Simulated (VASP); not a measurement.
# WC (Fm-3m) in VASP: further runs

The runs below take WC through single point, with r2SCAN.

Program: VASP 6.6.1. These are calculated values, not measurements. Logs are shortened: lines on timing, memory, paths and dates and some standing lists are left out, and cuts for length are marked.

### Step 1. The cell of the first run

The structure is cubic, space group Fm-3m (No. 225). The conventional cell has a = 4.296 Å, b = 4.296 Å, c = 4.296 Å, α = 90.00°, β = 90.00°, γ = 90.00°. W (site symmetry m-3m) has 6 C at 2.15 Å within 2.8 Å. Within 2.8 Å of C (site symmetry m-3m) lie 6 W at 2.15 Å.

### Step 2. Single point, r2SCAN

The input, POSCAR:

```
WC
1.0
    0.0000000000      2.1479227872      2.1479227872
    2.1479227872      0.0000000000      2.1479227872
    2.1479227872      2.1479227872      0.0000000000
W C
1 1
Direct
    0.0000000000      0.0000000000      0.0000000000
    0.5000000000      0.5000000000      0.5000000000
```

The input, INCAR.step1:

```
ALGO = Normal
EDIFF = 1E-4
ENCUT = 520
GGA = PE
ISMEAR = 1
LASPH = True
LCHARG = False
LREAL = False
LWAVE = True
NBANDS = 16
NELM = 80
PREC = Accurate
SIGMA = 0.1
```

The input, INCAR.step2:

```
ALGO = Normal
EDIFF = 1E-6
ENCUT = 520
ISIF = 2
ISMEAR = 1
ISTART = 1
LASPH = True
LCHARG = False
LMIXTAU = True
LREAL = False
LWAVE = False
METAGGA = R2SCAN
NBANDS = 16
NELM = 80
PREC = Accurate
SIGMA = 0.1
```

The input, KPOINTS:

```
k-points
0
Gamma
  11 11 11
```

Potentials or basis: VASP PAW PBE potentials, release 64 (W_sv, C).

On the command line:

```console
$ cat potpaw_PBE.64/W_sv/POTCAR potpaw_PBE.64/C/POTCAR > POTCAR
$ cp INCAR.step1 INCAR
$ mpirun -np 1 vasp_std > vasp.out
$ cp INCAR.step2 INCAR
$ mpirun -np 1 vasp_std > vasp.out
```

OUTCAR:

```text
EDIFF = 1E-6
   ENCUT = 520
   ISIF = 2
   ISMEAR = 1
   ISTART = 1
   LASPH = True
   LREAL = False
   METAGGA = R2SCAN
   NELM = 80
   PREC = Accurate

 ion  position               nearest neighbor table
   1  0.000  0.000  0.000-   2 2.15   2 2.15   2 2.15   2 2.15   2 2.15   2 2.15
   2  0.500  0.500  0.500-   1 2.15   1 2.15   1 2.15   1 2.15   1 2.15   1 2.15

  LATTYP: Found a face centered cubic cell.
 ALAT       =     4.2958455744

  Lattice vectors:

 A1 = (   0.0000000000,   2.1479227872,   2.1479227872)
 A2 = (   2.1479227872,   0.0000000000,   2.1479227872)
 A3 = (   2.1479227872,   2.1479227872,   0.0000000000)

Analysis of symmetry for initial positions (statically):
=====================================================================
 Subroutine PRICEL returns:
 Original cell was already a primitive cell.

 Routine SETGRP: Setting up the symmetry group for a
 face centered cubic supercell.

 Subroutine GETGRP returns: Found 48 space group operations
 (whereof 48 operations were pure point group operations)
 out of a pool of 48 trial point group operations.

The static configuration has the point symmetry O_h .

Analysis of symmetry for dynamics (positions and initial velocities):
=====================================================================
 Subroutine PRICEL returns:
 Original cell was already a primitive cell.

 Routine SETGRP: Setting up the symmetry group for a
 face centered cubic supercell.

 Subroutine GETGRP returns: Found 48 space group operations
 (whereof 48 operations were pure point group operations)
 out of a pool of 48 trial point group operations.

The dynamic configuration has the point symmetry O_h .

 Subroutine INISYM returns: Found 48 space group operations
 (whereof 48 operations are pure point group operations),
 and found     1 'primitive' translations

----------------------------------------------------------------------------------------

                                     Primitive cell

  volume of cell :      19.8192

  direct lattice vectors                    reciprocal lattice vectors
     0.000000000  2.147922787  2.147922787    -0.232783042  0.232783042  0.232783042
     2.147922787  0.000000000  2.147922787     0.232783042 -0.232783042  0.232783042
     2.147922787  2.147922787  0.000000000     0.232783042  0.232783042 -0.232783042

  length of vectors
     3.037621537  3.037621537  3.037621537     0.403192056  0.403192056  0.403192056

  position of ions in fractional coordinates (direct lattice)
     0.000000000  0.000000000  0.000000000
     0.500000000  0.500000000  0.500000000

  ion indices of the primitive-cell ions
   primitive index   ion index
                 1           1
                 2           2

----------------------------------------------------------------------------------------

 KPOINTS: k-points

Automatic generation of k-mesh.
 Grid dimensions read from file:
 generate k-points for:   11   11   11

 Generating k-lattice:

  Cartesian coordinates                     Fractional coordinates (reciprocal lattice)
    -0.021162095  0.021162095  0.021162095     0.090909091  0.000000000  0.000000000
     0.021162095 -0.021162095  0.021162095     0.000000000  0.090909091  0.000000000
     0.021162095  0.021162095 -0.021162095     0.000000000  0.000000000  0.090909091

  Length of vectors
     0.036653823  0.036653823  0.036653823

  Shift w.r.t. Gamma in fractional coordinates (k-lattice)
     0.000000000  0.000000000  0.000000000

 Subroutine IBZKPT returns following result:
 ===========================================

 Found     56 irreducible k-points:

 Following reciprocal coordinates:
            Coordinates               Weight
  0.000000  0.000000  0.000000      1.000000
  0.090909  0.000000  0.000000      8.000000
  0.181818  0.000000  0.000000      8.000000
  0.272727  0.000000  0.000000      8.000000
  0.363636  0.000000  0.000000      8.000000
  0.454545  0.000000  0.000000      8.000000
[... 16 lines left out ...]
 -0.272727  0.181818  0.000000     24.000000
 -0.181818  0.181818  0.000000     12.000000
 [... further k-points ...]
   k-points           NKPTS =     56   k-points in BZ     NKDIM =     56   number of bands    NBANDS=     16
   number of dos      NEDOS =    301   number of ions     NIONS =      2
   total plane-waves  NPLWV =  13824
   dimension x,y,z NGX =    24 NGY =   24 NGZ =   24
   dimension x,y,z NGXF=    48 NGYF=   48 NGZF=   48
   ions per type =               1   1
   NGX,Y,Z   is equivalent  to a cutoff of  13.13, 13.13, 13.13 a.u.
   NGXF,Y,Z  is equivalent  to a cutoff of  26.27, 26.27, 26.27 a.u.
 SYSTEM =  unknown system
   PREC   = accura    normal or accurate (medium, high low for compatibility)
   ISTART =      1    job   : 0-new  1-cont  2-samecut
   ICHARG =      0    charge: 1-file 2-atom 10-const
   ISPIN  =      1    spin polarized calculation?
   LNONCOLLINEAR =      F non collinear calculations
   LSORBIT =      F    spin-orbit coupling
   LASPH  =      T    aspherical Exc in radial PAW
   ENCUT  =  520.0 eV  38.22 Ry    6.18 a.u.   5.65  5.65  5.65*2*pi/ulx,y,z
   NELM   =     80;   NELMIN=  2; NELMDL=  0     # of ELM steps
   EDIFF  = 0.1E-05   stopping-criterion for ELM
   LREAL  =      F    real-space projection
   EDIFFG = 0.1E-04   stopping-criterion for IOM
   NSW    =      0    number of steps for IOM
   IBRION =     -1    ionic relax: 0-MD 1-quasi-New 2-CG
   NFREE  =      0    steps in history (QN), initial steepest desc. (CG)
   ISIF   =      2    stress and relaxation
   ISYM   =      2    0-nonsym 1-usesym 2-fastsym
   POTIM  = 0.5000    time-step for ionic-motion
   TEBEG  =    0.0;   TEEND  =   0.0 temperature during run
   PSTRESS=    0.0 pullay stress
   NELECT =      18.0000    total number of electrons
   NUPDOWN=      -1.0000    fix difference up-down
   EMIN   =  10.00;   EMAX   =-10.00  energy-range for DOS
   EFERMI =   0.00;   METHOD = LEGACY
   ISMEAR =     1;   SIGMA  =   0.10  broadening in eV -4-tet -1-fermi 0-gaus
   EFERMI_NEDOS =   21; number of points for ismear=-14 and -15
   IALGO  =     38    algorithm
   IMIX   =      4    mixing-type and parameters
     AMIX     =   0.40;   BMIX     =  1.00
     AMIX_MAG =   1.60;   BMIX_MAG =  1.00
  volume/ion in A,a.u.               =       9.91        66.87
  Fermi-wavevector in a.u.,A,eV,Ry     =   1.585393  2.995959 34.197859  2.513472
  Thomas-Fermi vector in A             =   2.684865
   LORBIT       =      0    0 simple, 1 ext, 2 COOP (PROOUT), +10 PAW based schemes
   METAGGA = R2SCAN    functional components
   LHFCALC =     F    Hartree Fock is set to
   AEXX    =    0.0000 exact exchange contribution
   IVDW    =     0    specifies the selected vdW correction
   LEPSILON=     F    determine dielectric tensor
   LRPA    =     F    only Hartree local field effects (RPA)
 non-spin polarized calculation
 Methfessel and Paxton  Order N= 1 SIGMA  =   0.10
  energy-cutoff  :      520.00
  volume of cell :       19.82
 maximum number of plane-waves:       542
   NGX = 11   NGY = 11   NGZ = 11

 number of electron      17.9999999 magnetization

 Free energy of the ion-electron system (eV)
  ---------------------------------------------------
  ext. energy  EPLUGINS =         0.00000000
  ---------------------------------------------------
  free energy    TOTEN  =       -60.53982569 eV

  energy without entropy =      -60.54147410  energy(sigma->0) =      -60.54037516

 E-fermi :  13.3952     XC(G=0): -15.2567

 val. band max:       13.3657559240   @ k =   0.2727   0.2727   0.0000
 cond. band min:      13.4325829473   @ k =   0.4545   0.0909   0.0000
 fundamental gap:      0.0668270233
 Fermi energy:        13.3951747024

 k-point     1 :       0.0000    0.0000    0.0000
  band No.  band energies     occupation
      1     -64.0505      2.00000
      2     -27.3746      2.00000
      3     -27.3746      2.00000
      4     -27.3746      2.00000
      5      -3.9002      2.00000
      6      10.2839      2.00000
[... 8 lines left out ...]
     15      23.8693      0.00000
     16      38.3864      0.00000

 k-point     2 :       0.0909    0.0000    0.0000
  band No.  band energies     occupation
      1     -64.0461      2.00000
      2     -27.4406      2.00000
      3     -27.3813      2.00000
      4     -27.3813      2.00000
      5      -3.6402      2.00000
      6       9.4089      2.00000
[... 8 lines left out ...]
     15      24.4616      0.00000
     16      36.1716      0.00000

 k-point     3 :       0.1818    0.0000    0.0000
  band No.  band energies     occupation
      1     -64.0341      2.00000
      2     -27.6144      2.00000
      3     -27.3991      2.00000
      4     -27.3991      2.00000
      5      -2.9013      2.00000
      6       7.7916      2.00000
[... 8 lines left out ...]
     15      25.8834      0.00000
     16      33.2480      0.00000

 k-point     4 :       0.2727    0.0000    0.0000
  band No.  band energies     occupation
      1     -64.0183      2.00000
      2     -27.8352      2.00000
      3     -27.4222      2.00000
      4     -27.4222      2.00000
      5      -1.7940      2.00000
      6       6.0655      2.00000
[... 8 lines left out ...]
     15      27.0694      0.00000
     16      31.0837      0.00000
[... 324 lines left out ...]
 k-point    22 :      -0.3636    0.1818    0.0000
  band No.  band energies     occupation
      1     -63.9899      2.00000
      2     -28.0421      2.00000
      3     -27.6327      2.00000
      4     -27.4762      2.00000
      5       0.2512      2.00000
      6       3.7294      2.00000
[... 8 lines left out ...]
     15      26.9197      0.00000
     16      28.2765      0.00000

 k-point    23 :      -0.2727    0.1818    0.0000
  band No.  band energies     occupation
      1     -63.9996      2.00000
      2     -27.9382      2.00000
      3     -27.6146      2.00000
      4     -27.4406      2.00000
      5      -0.5403      2.00000
      6       4.5340      2.00000
[... 8 lines left out ...]
     15      27.1857      0.00000
     16      28.2949      0.00000

 k-point    24 :      -0.1818    0.1818    0.0000
  band No.  band energies     occupation
      1     -64.0130      2.00000
      2     -27.8100      2.00000
      3     -27.5510      2.00000
      4     -27.4102      2.00000
      5      -1.5346      2.00000
      6       5.7174      2.00000
[... 8 lines left out ...]
     15      27.3111      0.00000
     16      28.6101      0.00000

 [... further k-points ...]
[... 5 lines left out ...]
  --------------------------------------------------------------------------------------
  -------------------------------------------------------------------------------------
  Total        2.7595389      2.7595389      2.7595389      0.0000000      0.0000000      0.0000000
  in kB      223.0802400    223.0802400    223.0802400      0.0000000      0.0000000      0.0000000
  external PRESSURE =     223.0802400 kB  Pullay stress =       0.0000000 kB

 VOLUME and BASIS-vectors are now :
 -----------------------------------------------------------------------------
  energy-cutoff  :      520.00
  volume of cell :       19.82
      direct lattice vectors                 reciprocal lattice vectors
     0.000000000  2.147922787  2.147922787    -0.232783042  0.232783042  0.232783042
     2.147922787  0.000000000  2.147922787     0.232783042 -0.232783042  0.232783042
     2.147922787  2.147922787  0.000000000     0.232783042  0.232783042 -0.232783042

 POSITION                                       TOTAL-FORCE (eV/Angst)
 -----------------------------------------------------------------------------------
      0.00000      0.00000      0.00000        -0.000000      0.000000     -0.000000
      2.14792      2.14792      2.14792         0.000000      0.000000      0.000000
 -----------------------------------------------------------------------------------
    total drift:                                0.000000     -0.000000     -0.000000

  FREE ENERGIE OF THE ION-ELECTRON SYSTEM (eV)
  ---------------------------------------------------
  free  energy   TOTEN  =       -60.5398256935 eV

  energy  without entropy=      -60.5414740991  energy(sigma->0) =      -60.54037516
```

It took 28 s on 1 thread of Intel Xeon 6975P-C, shared host; peak memory 0.15 GiB.

What came out:

* Free energy: -60.5398 eV
* Pressure: 22.3 GPa
* Band gap on the k mesh: zero (band 9 reaches 14.48 eV, above the bottom of band 10 at 10.95 eV)

Levels at points of the mesh, in eV from the Fermi level:
```csv
k point,band 5,band 6,band 7,band 8,band 9,band 10,band 11,band 12,band 13,band 14
"(0.00, 0.00, 0.00)",-17.30,-3.11,-3.11,-3.11,-1.31,-1.31,-1.31,-1.11,-1.11,7.75
```

Caveat: the PAW data sets were made with another functional, which shifts forces and pressure a little; spin-orbit coupling is left out, which moves the levels of the heavy elements.

(Continued in part 2 of 2.)
